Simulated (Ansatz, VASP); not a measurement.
## Mo in VASP and in Ansatz

```
Mo
1.0
     2.25478    0.00000    0.00000
    -1.12739    1.95270    0.00000
     0.00000    0.00000    2.09838
Mo
1
Cartesian
  0.0000 0.0000 0.0000
```

Change from the starting cell: volume scaled by 0.55, LAPW.

Alike in both runs: task single point; functional PBE; k mesh 18 × 18 × 16; occupations fermi-dirac, width 0.08 eV; no spin polarisation.

|  | VASP | Ansatz |
| --- | --- | --- |
| version | VASP 6.6.1 | Ansatz 0.2.0 |
| potentials or method | VASP PAW PBE potentials, release 64 (Mo_sv), cutoff 520 eV | all-electron LAPW, scalar-relativistic |

```tsv
	VASP	Ansatz	Ansatz less VASP
pressure (GPa)	423.3	413.6	-9.74
traceless stress, the component that is largest in VASP (GPa)	2.27	-0.31	-2.579
```

Both programs put the cell under a high pressure, so it lies far from rest at this level. Ansatz ran all-electron here, and VASP with PAW potentials.

Noted on VASP's run: the cell as given lies far from equilibrium.
